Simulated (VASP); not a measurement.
# Mo3HS6 in VASP: a series of runs

Runs on Mo3HS6. Level: PBEsol. Tasks: single point.

Program: VASP 6.6.1. These are calculated values, not measurements. Logs are shortened: lines on timing, memory, paths and dates and some standing lists are left out, and cuts for length are marked.

## Step 1: The cell of the first run

The cell holds a slab with vacuum, 10 atoms: a = 3.120 Å, b = 6.347 Å, c = 25.660 Å, α = 90.00°, β = 90.00°, γ = 104.23°.

## Step 2: Single point, PBEsol

File INCAR:

```
SYSTEM = Mo3HS6
ALGO = Normal
DIPOL = 0.5 0.5 0.475
EDIFF = 1E-6
ENCUT = 520
GGA = PS
IDIPOL = 3
ISIF = 2
ISMEAR = 0
LASPH = .True.
LCHARG = .True.
LDIPOL = .True.
LELF = .True.
LREAL = .False.
LVACPOTAV = .True.
LVHAR = .True.
LWAVE = .False.
NBANDS = 50
NELM = 80
PREC = Accurate
SIGMA = 0.1
```

File KPOINTS:

```
k-points
0
Gamma
  10 5 1
  0 0 0
```

File POSCAR:

```
Mo3HS6
1.0
    3.1204068985      0.0000000000      0.0000000000
   -1.5602034492      6.1523257957      0.0000000000
    0.0000000000      0.0000000000     25.6597815141
S Mo H
6 3 1
Direct
    0.8927216587      0.7854433174      0.3312576919
    0.1715891272      0.3431782543      0.3824398182
    0.4248770516      0.8497541032      0.4354374436
    0.7047428115      0.4094654124      0.4861970894
    0.9628665561      0.9257405526      0.5411345583
    0.1730160878      0.3460381128      0.6172031673
    0.5321553930      0.0643107859      0.3568487551
    0.0634283179      0.1268429315      0.4560351157
    0.6028601598      0.2057221030      0.5588565878
    0.1730160878      0.8460381128      0.5828857629
```

Potentials or basis: VASP PAW PBE potentials, release 64 (S, Mo_sv, H).

Run with:

```sh
$ cat potpaw_PBE.64/S/POTCAR potpaw_PBE.64/Mo_sv/POTCAR potpaw_PBE.64/H/POTCAR > POTCAR
$ mpirun -np 1 vasp_std > vasp.out
```

OUTCAR:

```text
SYSTEM = Mo3HS6
   EDIFF = 1E-6
   ENCUT = 520
   GGA = PS
   ISIF = 2
   ISMEAR = 0
   LASPH = .True.
   LREAL = .False.
   NELM = 80
   PREC = Accurate

 ion  position               nearest neighbor table
   1  0.893  0.785  0.331-   7 2.41   7 2.41
   2  0.172  0.343  0.382-   8 2.31   7 2.41   7 2.41
   3  0.425  0.850  0.435-   8 2.37   8 2.37   7 2.41
   4  0.705  0.409  0.486-   9 2.25   8 2.46   8 2.46
   5  0.963  0.926  0.541-  10 1.41   9 2.37   9 2.37   8 2.51
   6  0.173  0.346  0.617-   9 2.33   9 2.33
   7  0.532  0.064  0.357-   3 2.41   2 2.41   2 2.41   1 2.41   1 2.41   8 3.01   8 3.01
   8  0.063  0.127  0.456-   2 2.31   3 2.37   3 2.37   4 2.46   4 2.46   5 2.51   7 3.01   7 3.01
                             9 3.10   9 3.10
   9  0.603  0.206  0.559-   4 2.25   6 2.33   6 2.33   5 2.37   5 2.37   8 3.10   8 3.10
  10  0.173  0.846  0.583-   5 1.41

  LATTYP: Found a base centered orthorhombic cell.
 ALAT       =     3.1204068985
 B/A-ratio  =     3.9432843189
 C/A-ratio  =     8.2232165063

  Lattice vectors:

 A1 = (   1.5602034492,  -6.1523257957,   0.0000000000)
 A2 = (   1.5602034493,   6.1523257957,   0.0000000000)
 A3 = (   0.0000000000,   0.0000000000,  25.6597815141)

Analysis of symmetry for initial positions (statically):
=====================================================================
 Subroutine PRICEL returns:
 Original cell was already a primitive cell.

 Routine SETGRP: Setting up the symmetry group for a
 base centered orthorhombic supercell.

 Subroutine GETGRP returns: Found  1 space group operations
 (whereof  1 operations were pure point group operations)
 out of a pool of  8 trial point group operations.

The static configuration has the point symmetry C_1 .

Analysis of symmetry for dynamics (positions and initial velocities):
=====================================================================
 Subroutine PRICEL returns:
 Original cell was already a primitive cell.

 Routine SETGRP: Setting up the symmetry group for a
 base centered orthorhombic supercell.

 Subroutine GETGRP returns: Found  1 space group operations
 (whereof  1 operations were pure point group operations)
 out of a pool of  8 trial point group operations.

The dynamic configuration has the point symmetry C_1 .

 Subroutine INISYM returns: Found  1 space group operations
 (whereof  1 operations are pure point group operations),
 and found     1 'primitive' translations

----------------------------------------------------------------------------------------

                                     Primitive cell

[... 144 lines left out ...]
   EFERMI_NEDOS =   21; number of points for ismear=-14 and -15
   IALGO  =     38    algorithm
   IMIX   =      4    mixing-type and parameters
     AMIX     =   0.40;   BMIX     =  1.00
     AMIX_MAG =   1.60;   BMIX_MAG =  1.00
  volume/ion in A,a.u.               =      49.26       332.43
  Fermi-wavevector in a.u.,A,eV,Ry     =   0.889439  1.680795 10.763585  0.791101
  Thomas-Fermi vector in A             =   2.010999
   LORBIT       =      0    0 simple, 1 ext, 2 COOP (PROOUT), +10 PAW based schemes
   GGA     = PS    functional components
   LHFCALC =     F    Hartree Fock is set to
   AEXX    =    0.0000 exact exchange contribution
   IVDW    =     0    specifies the selected vdW correction
   LEPSILON=     F    determine dielectric tensor
   LRPA    =     F    only Hartree local field effects (RPA)
 non-spin polarized calculation
 Gauss-broadening in eV      SIGMA  =   0.10
  energy-cutoff  :      520.00
  volume of cell :      492.61
 maximum number of plane-waves:     13305
   NGX = 11   NGY = 23   NGZ = 95

 dipolmoment           0.000000      0.000000     -0.006867 electrons x Angstroem

 number of electron      79.0000002 magnetization

 dipolmoment           0.000000      0.000000      0.030801 electrons x Angstroem

 Free energy of the ion-electron system (eV)
  ---------------------------------------------------
  ext. energy  EPLUGINS =         0.00000000
  ---------------------------------------------------
  free energy    TOTEN  =       -68.29916888 eV

  energy without entropy =      -68.28964310  energy(sigma->0) =      -68.29440599

 E-fermi :  -0.8834     XC(G=0):  -4.2260

 val. band max:       -0.9565354352   @ k =   0.5000  -0.0000   0.0000
 cond. band min:      -0.8689699631   @ k =   0.0000   0.4000   0.0000
 fundamental gap:      0.0875654721
 Fermi energy:        -0.8833914080

 k-point     1 :       0.0000    0.0000    0.0000
  band No.  band energies     occupation
      1     -62.4305      2.00000
      2     -62.1644      2.00000
      3     -62.1074      2.00000
      4     -36.7310      2.00000
      5     -36.5150      2.00000
      6     -36.4759      2.00000
[... 1261 lines left out ...]
     49       2.2871      0.00000
     50       2.4662      0.00000

 [... further k-points ...]

------------------------ aborting loop because EDIFF is reached ----------------------------------------

  FORCE on cell =-STRESS in cart. coord.  units (eV):
  Direction    XX          YY          ZZ          XY          YZ          ZX
  --------------------------------------------------------------------------------------
  -------------------------------------------------------------------------------------
  Total       -1.2998734      0.9394820     -1.7077293      0.6469630      0.0198470     -0.1324481
  in kB       -4.2277387      3.0555932     -5.5542585      2.1041975      0.0645509     -0.4307774
  external PRESSURE =      -2.2421347 kB  Pullay stress =       0.0000000 kB

 VOLUME and BASIS-vectors are now :
 -----------------------------------------------------------------------------
  energy-cutoff  :      520.00
  volume of cell :      492.61
      direct lattice vectors                 reciprocal lattice vectors
     3.120406899  0.000000000  0.000000000     0.320471026  0.081270078  0.000000000
    -1.560203449  6.152325796  0.000000000     0.000000000  0.162540157  0.000000000
     0.000000000  0.000000000 25.659781514     0.000000000  0.000000000  0.038971493

 POSITION                                       TOTAL-FORCE (eV/Angst)
 -----------------------------------------------------------------------------------
      1.56020      4.83230      8.50000         0.089037      1.550960     -0.566498
      0.00000      2.11134      9.81332        -0.095217      0.768439     -1.019686
      0.00000      5.22796     11.17323         0.097450      0.153304     -1.286568
      1.56023      2.51916     12.47571         0.180526      0.353511     -0.160167
      1.56019      5.69546     13.88539        -0.436058     -1.091427      0.588154
     -0.00001      2.12894     15.83730         0.175914     -0.064546     -0.179349
      1.56020      0.39566      9.15666        -0.051914     -2.925839      2.704903
      0.00002      0.78038     11.70176         0.053509      0.687319     -0.244944
      1.56020      1.26567     14.34014        -0.031573      0.650358      0.190682
     -0.78011      5.20510     14.95672         0.018326     -0.082080     -0.026528
 -----------------------------------------------------------------------------------
    total drift:                                0.000247      0.000128     -0.000570

  FREE ENERGIE OF THE ION-ELECTRON SYSTEM (eV)
  ---------------------------------------------------
  free  energy   TOTEN  =       -68.2991688786 eV

  energy  without entropy=      -68.2896431046  energy(sigma->0) =      -68.29440599

 vacuum level on the upper side and lower side of the slab         4.349         4.058
```

stdout:

```text
POSCAR found type information on POSCAR S MoH
 POSCAR found :  3 types and      10 ions
 scaLAPACK will be used
 -----------------------------------------------------------------------------
[... 42 lines left out ...]
|     Did not find any points to average over, which means that no vacuum     |
|     field-free region was found. Please increase the size of  your cell     |
|     in the dimension of the dipole correction to obtain accurate            |
|     workfunction values.                                                    |
|                                                                             |
 -----------------------------------------------------------------------------
```

Wall time 17 min (1 thread of Oxide Virtual Turin-like, shared host); peak memory 0.77 GiB.

What came out:

| Item | Value |
| --- | --- |
| Free energy | -68.2992 eV |
| Largest force | 3.985 eV/Å |
| Band gap on the k mesh | zero (an odd number of electrons rules out a gap without spin polarisation) |

Forces on the atoms (eV/Å):
```
S    0.089  1.551 -0.566
S   -0.095  0.768 -1.020
S    0.097  0.153 -1.287
S    0.181  0.354 -0.160
S   -0.436 -1.091  0.588
S    0.176 -0.065 -0.179
Mo  -0.052 -2.926  2.705
Mo   0.054  0.687 -0.245
Mo  -0.032  0.650  0.191
H    0.018 -0.082 -0.027
```

Caveat: the PAW data sets were made with another functional, which shifts forces and pressure a little.

## Step 3: Single point, PBEsol

File INCAR:

```
SYSTEM = Mo3HS6
ALGO = Normal
DIPOL = 0.5 0.5 0.476
EDIFF = 1E-6
ENCUT = 520
GGA = PS
IDIPOL = 3
ISIF = 2
ISMEAR = 0
LASPH = .TRUE.
LCHARG = .TRUE.
LDIPOL = .TRUE.
LELF = .TRUE.
LREAL = .FALSE.
LVACPOTAV = .TRUE.
LVHAR = .TRUE.
LWAVE = .FALSE.
NBANDS = 50
NELM = 80
PREC = Accurate
SIGMA = 0.1
```

File KPOINTS:

```
k-points
0
G
  10 5 1
  0 0 0
```

POSCAR, as its differences from that of step 2:

```diff
@@ -17,2 +17,2 @@
     0.6028601598      0.2057221030      0.5588565878
-    0.1730160878      0.8460381128      0.5828857629
+    0.1730160878      1.0127047794      0.5976883715
```

Potentials or basis: VASP PAW PBE potentials, release 64 (S, Mo_sv, H).

Run with:

```sh
$ cat potpaw_PBE.64/S/POTCAR potpaw_PBE.64/Mo_sv/POTCAR potpaw_PBE.64/H/POTCAR > POTCAR
$ mpirun -np 1 vasp_std > vasp.out
```

OUTCAR:

```text
SYSTEM = Mo3HS6
   EDIFF = 1E-6
   ENCUT = 520
   GGA = PS
   ISIF = 2
   ISMEAR = 0
   LASPH = .TRUE.
   LREAL = .FALSE.
   NELM = 80
   PREC = Accurate

 ion  position               nearest neighbor table
   1  0.893  0.785  0.331-   7 2.41   7 2.41
   2  0.172  0.343  0.382-   8 2.31   7 2.41   7 2.41
   3  0.425  0.850  0.435-   8 2.37   8 2.37   7 2.41
   4  0.705  0.409  0.486-   9 2.25   8 2.46   8 2.46
   5  0.963  0.926  0.541-  10 1.63   9 2.37   9 2.37   8 2.51
   6  0.173  0.346  0.617-   9 2.33   9 2.33
   7  0.532  0.064  0.357-   3 2.41   2 2.41   2 2.41   1 2.41   1 2.41   8 3.01   8 3.01
   8  0.063  0.127  0.456-   2 2.31   3 2.37   3 2.37   4 2.46   4 2.46   5 2.51   7 3.01   7 3.01
                             9 3.10   9 3.10
   9  0.603  0.206  0.559-  10 1.87   4 2.25   6 2.33   6 2.33   5 2.37   5 2.37   8 3.10   8 3.10

  10  0.173  0.013  0.598-   5 1.63   9 1.87

  LATTYP: Found a base centered orthorhombic cell.
 ALAT       =     3.1204068985
 B/A-ratio  =     3.9432843189
 C/A-ratio  =     8.2232165063

  Lattice vectors:

 A1 = (   1.5602034492,  -6.1523257957,   0.0000000000)
 A2 = (   1.5602034493,   6.1523257957,   0.0000000000)
 A3 = (   0.0000000000,   0.0000000000,  25.6597815141)

Analysis of symmetry for initial positions (statically):
=====================================================================
 Subroutine PRICEL returns:
 Original cell was already a primitive cell.

 Routine SETGRP: Setting up the symmetry group for a
 base centered orthorhombic supercell.

 Subroutine GETGRP returns: Found  1 space group operations
 (whereof  1 operations were pure point group operations)
 out of a pool of  8 trial point group operations.

The static configuration has the point symmetry C_1 .

Analysis of symmetry for dynamics (positions and initial velocities):
=====================================================================
 Subroutine PRICEL returns:
 Original cell was already a primitive cell.

 Routine SETGRP: Setting up the symmetry group for a
[... 177 lines left out ...]
  energy-cutoff  :      520.00
  volume of cell :      492.61
 maximum number of plane-waves:     13305
   NGX = 11   NGY = 23   NGZ = 95

 dipolmoment           0.000000      0.000000     -0.011288 electrons x Angstroem

 number of electron      79.0000003 magnetization

 dipolmoment           0.000000      0.000000      0.021760 electrons x Angstroem

 Free energy of the ion-electron system (eV)
  ---------------------------------------------------
  ext. energy  EPLUGINS =         0.00000000
  ---------------------------------------------------
  free energy    TOTEN  =       -68.24432221 eV

  energy without entropy =      -68.23549223  energy(sigma->0) =      -68.23990722

 E-fermi :  -0.8874     XC(G=0):  -4.2201

 val. band max:       -0.9338326280   @ k =   0.2000   0.4000   0.0000
 cond. band min:      -0.8725580409   @ k =   0.0000   0.4000   0.0000
 fundamental gap:      0.0612745872
 Fermi energy:        -0.8874308530

 k-point     1 :       0.0000    0.0000    0.0000
  band No.  band energies     occupation
      1     -62.4328      2.00000
      2     -62.2228      2.00000
      3     -62.1449      2.00000
      4     -36.7414      2.00000
      5     -36.5899      2.00000
      6     -36.4712      2.00000
[... 1261 lines left out ...]
     49       2.3334      0.00000
     50       2.5711      0.00000

 [... further k-points ...]

------------------------ aborting loop because EDIFF is reached ----------------------------------------

  FORCE on cell =-STRESS in cart. coord.  units (eV):
  Direction    XX          YY          ZZ          XY          YZ          ZX
  --------------------------------------------------------------------------------------
  -------------------------------------------------------------------------------------
  Total        0.4478461      0.2685580     -1.3070601     -0.0065192     -0.6256589      1.0245663
  in kB        1.4565852      0.8734643     -4.2511129     -0.0212032     -2.0349076      3.3323235
  external PRESSURE =      -0.6403545 kB  Pullay stress =       0.0000000 kB

 VOLUME and BASIS-vectors are now :
 -----------------------------------------------------------------------------
  energy-cutoff  :      520.00
  volume of cell :      492.61
      direct lattice vectors                 reciprocal lattice vectors
     3.120406899  0.000000000  0.000000000     0.320471026  0.081270078  0.000000000
    -1.560203449  6.152325796  0.000000000     0.000000000  0.162540157  0.000000000
     0.000000000  0.000000000 25.659781514     0.000000000  0.000000000  0.038971493

 POSITION                                       TOTAL-FORCE (eV/Angst)
 -----------------------------------------------------------------------------------
      1.56020      4.83230      8.50000         0.042255      1.541445     -0.554733
      0.00000      2.11134      9.81332        -0.051960      0.736940     -1.243774
      0.00000      5.22796     11.17323        -0.016462      0.201294     -1.194711
      1.56023      2.51916     12.47571         0.046843      0.462281     -0.609276
      1.56019      5.69546     13.88539        -0.605676     -0.722655      0.377145
     -0.00001      2.12894     15.83730        -0.210485     -0.343241      0.136278
      1.56020      0.39566      9.15666        -0.059435     -2.831400      2.750400
      0.00002      0.78038     11.70176        -0.038498      0.523428      0.296126
      1.56020      1.26567     14.34014         0.188294      0.328402      0.052904
      0.52006      0.07816     15.33655         0.705125      0.103507     -0.010360
 -----------------------------------------------------------------------------------
    total drift:                                0.000282      0.000234     -0.000509

  FREE ENERGIE OF THE ION-ELECTRON SYSTEM (eV)
  ---------------------------------------------------
  free  energy   TOTEN  =       -68.2443222055 eV

  energy  without entropy=      -68.2354922305  energy(sigma->0) =      -68.23990722

 vacuum level on the upper side and lower side of the slab         4.287         4.082
```

stdout:

```text
POSCAR found type information on POSCAR S MoH
 POSCAR found :  3 types and      10 ions
 scaLAPACK will be used
 -----------------------------------------------------------------------------
[... 42 lines left out ...]
|     Did not find any points to average over, which means that no vacuum     |
|     field-free region was found. Please increase the size of  your cell     |
|     in the dimension of the dipole correction to obtain accurate            |
|     workfunction values.                                                    |
|                                                                             |
 -----------------------------------------------------------------------------
```

It took 17 min on 1 thread of Oxide Virtual Turin-like, shared host; peak memory 0.76 GiB.

Results:

| Property | Result |
| --- | --- |
| Free energy | -68.2443 eV |
| Largest force | 3.948 eV/Å |
| Band gap on the k mesh | zero (an odd number of electrons rules out a gap without spin polarisation) |

Forces on the atoms (eV/Å):
```
S    0.042  1.541 -0.555
S   -0.052  0.737 -1.244
S   -0.016  0.201 -1.195
S    0.047  0.462 -0.609
S   -0.606 -0.723  0.377
S   -0.210 -0.343  0.136
Mo  -0.059 -2.831  2.750
Mo  -0.038  0.523  0.296
Mo   0.188  0.328  0.053
H    0.705  0.104 -0.010
```

Caveat: the PAW data sets were made with another functional, which shifts forces and pressure a little.

The gap in the log of VASP goes by the Fermi energy; the results here count the filled bands.